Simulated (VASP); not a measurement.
Crystal: ZnCd2SeS2.

```
Zn Cd Se S
1.0
     0.05007    0.07258   -6.70621
     6.10424   -3.58533   -0.00713
    -6.16919   -3.69691    0.08411
Zn Cd Se S
2 4 2 4
Cartesian
  0.1395 -1.1692 -6.4581
  -0.0738 -6.1260 -3.2631
  -2.0483 -4.8482 -0.1219
  -2.0357 -2.4629 -3.3888
  1.9617 -4.9363 0.0875
  2.1076 -2.2186 -3.5353
  -0.1152 -6.1608 -5.6168
  -0.0660 -1.0906 -2.4416
  -1.9021 -2.2864 -5.8490
  1.9846 -2.1960 -6.0179
  -1.9269 -4.8957 -2.5107
  1.8987 -4.8480 -2.4436
```

| Quantity | Value |
| --- | --- |
| Program | VASP 6.6.1 |
| Task | relaxation of cell and atoms |
| Functional | PBE |
| Potentials or basis | VASP PAW PBE potentials, release 64 (Zn, Cd, Se, S) |
| Cutoff | 600 eV |
| k mesh | 2 × 2 × 2 |
| Occupations | gaussian, width 0.1 eV |
| Spin | no spin polarisation |

At the start: pressure 1.4 GPa; volume 24.97 Å³/atom.

How do energy, volume and symmetry change on relaxing?

Over 16 steps the energy falls by 57.1 meV/atom and the volume is 25.14 Å³/atom (+0.7 %); space group P1 (No. 1, to 0.1 Å) before, Cmc2_1 (No. 36, to 0.1 Å).

The path:
| step | energy change (eV) | largest force (eV/Å) | pressure (GPa) | volume (Å³) |
| --- | --- | --- | --- | --- |
| 1 | 0.0000 | 1.5803 | 1.43 | 299.62 |
| 2 | -0.4174 | 0.5676 | -1.01 | 309.30 |
| 3 | -0.4238 | 0.5523 | -1.28 | 310.79 |
| 4 | -0.5573 | 0.4477 | -0.20 | 303.47 |
| 5 | -0.5887 | 0.3768 | 0.80 | 297.81 |
| 6 | -0.6407 | 0.2229 | 0.22 | 300.66 |
| 7 | -0.6433 | 0.2981 | 0.06 | 301.45 |
| 8 | -0.6601 | 0.1418 | -0.13 | 302.41 |
| 9 | -0.6640 | 0.1299 | -0.25 | 303.13 |
| 10 | -0.6709 | 0.1025 | 0.14 | 301.11 |
| 11 | -0.6715 | 0.0987 | 0.27 | 300.38 |
| 12 | -0.6774 | 0.0764 | 0.13 | 301.17 |
| 13 | -0.6805 | 0.1070 | -0.06 | 302.27 |
| 14 | -0.6840 | 0.0515 | -0.05 | 302.22 |
| 15 | -0.6841 | 0.0425 | -0.05 | 302.21 |
| 16 | -0.6847 | 0.0186 | 0.05 | 301.64 |

Final structure:
```xyz
12
Lattice="0.0021 -0.0051 -6.7799 6.1808 -3.5985 -0.0048 -6.1805 -3.5999 0.0020" Properties=species:S:1:pos:R:3 pbc="T T T"
Zn    0.0029   -1.2528   -6.7049
Zn   -0.0020   -5.9542   -3.3156
Cd   -2.0663   -4.7863   -0.0562
Cd   -2.0745   -2.4092   -3.4372
Cd    2.0740   -4.7858   -0.0478
Cd    2.0697   -2.4158   -3.4503
Se    0.0041   -6.1282   -5.8052
Se    0.0027   -1.0786   -2.4124
S    -1.9599   -2.3583   -6.0087
S     1.9702   -2.3554   -6.0172
S    -1.9672   -4.8485   -2.6256
S     1.9610   -4.8488   -2.6187
```

Caveat: the k points lie up to 0.51 Å⁻¹ apart in the final cell.
